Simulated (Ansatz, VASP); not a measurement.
# Sr2C in VASP and in Ansatz

Contents of POSCAR:

```
Sr2C
1.0
    0.0000000000      3.3934133440      3.3934133440
    3.3934133440      0.0000000000      3.3934133440
    3.3934133440      3.3934133440      0.0000000000
C Sr
1 2
Direct
    0.0000000000      0.0000000000      0.0000000000
    0.2500000000      0.2500000000      0.2500000000
    0.7500000000      0.7500000000      0.7500000000
```

The input INCAR.step1:

```
SYSTEM = Sr2C
  PREC = Accurate
  ENCUT = 520
  ISMEAR = -1
  SIGMA = 0.02
  LREAL = .FALSE.
  LASPH = .TRUE.
  NELM = 100
  NBANDS = 19
  GGA = PE
  ALGO = Normal
  EDIFF = 1E-4
  LWAVE = .TRUE.
  LCHARG = .FALSE.
```

Contents of INCAR.step2:

```
SYSTEM = Sr2C
  PREC = Accurate
  ENCUT = 520
  EDIFF = 1E-6
  ISMEAR = -1
  SIGMA = 0.02
  LREAL = .FALSE.
  LASPH = .TRUE.
  NELM = 100
  ALGO = Normal
  ISIF = 2
  LWAVE = .FALSE.
  LCHARG = .FALSE.
  METAGGA = R2SCAN
  LMIXTAU = .TRUE.
  NBANDS = 19
  ISTART = 1
```

Contents of KPOINTS:

```
Automatic mesh
0
G
  6 6 6
  0 0 0
```

Input for Ansatz:

```yaml
crystal:
  lattice:
    - [0.0, 3.393413344, 3.393413344]
    - [3.393413344, 0.0, 3.393413344]
    - [3.393413344, 3.393413344, 0.0]
  atoms:
    - { symbol: C, position: [0.0, 0.0, 0.0] }
    - { symbol: Sr, position: [0.25, 0.25, 0.25] }
    - { symbol: Sr, position: [0.75, 0.75, 0.75] }
kpoints:
  mp_grid: { grid: [6, 6, 6] }
hamiltonian:
  xc: r2scan
scf:
  occupations: { method: fermi_dirac, width: 0.02 }
  n_extra_bands: 4
output:
  forces: true
  stress: true
  eigenvalues: true
```

Alike in both runs: task single point; functional r2SCAN; k mesh 6 × 6 × 6; occupations fermi-dirac, width 0.02 eV; no spin polarisation.

|  | VASP | Ansatz |
| --- | --- | --- |
| version | VASP 6.6.1 | Ansatz 0.2.0 |
| potentials or method | VASP PAW PBE potentials, release 64 (C, Sr_sv) | plane waves, PAW |
| plane-wave cutoff (eV) | 520 | 500 |
| valence electrons in the cell | 24 | 24 |

Ansatz gave:

- pressure (GPa): -1.0

Q: Estimate VASP's values.

A: Pressure (GPa): -0.9.

VASP's potentials were made for PBE, not for r2SCAN. With one functional, cell and mesh, what is left measures potentials, basis and numerics.
